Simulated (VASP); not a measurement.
Here is a VASP 6.6.1 calculation.

The input INCAR:

```
SYSTEM = AlCo
ALGO = Normal
EDIFF = 1E-7
ENCUT = 520
GGA = PE
ISIF = 2
ISMEAR = -1
LASPH = .True.
LCHARG = .True.
LELF = .True.
LREAL = .False.
LVHAR = .True.
LWAVE = .False.
NBANDS = 13
NELM = 80
PREC = Accurate
SIGMA = 0.08
```

File KPOINTS:

```
k-points
0
Gamma
  16 16 14
  0 0 0
```

The input POSCAR:

```
AlCo
1.0
    2.4416207913      0.0000000000      0.0000000000
   -1.2208103957      2.1145056317      0.0000000000
    0.0000000000      0.0000000000      3.5165890849
Co Al
1 1
Direct
    0.0000000000      0.0000000000      0.0000000000
    0.3333333333      0.6666666667      0.5000000000
```

Potentials or basis: VASP PAW PBE potentials, release 64 (Co, Al).

Command:

```sh
$ cat potpaw_PBE.64/Co/POTCAR potpaw_PBE.64/Al/POTCAR > POTCAR
$ mpirun -np 1 vasp_std > vasp.out
```

**Question.** Estimate the band gap on the k mesh.

**Answer.** Zero (band 6 reaches 15.03 eV, above the bottom of band 7 at 12.96 eV).

**Question.** What does it give for the pressure?

**Answer.** 89.2 GPa.

Stress tensor (GPa, compression positive):
```
89.42  0.00  0.00
 0.00 89.42  0.00
 0.00  0.00 88.83
```

Spin polarisation is off, so any magnetic state and its effect on volume and gap are missing.
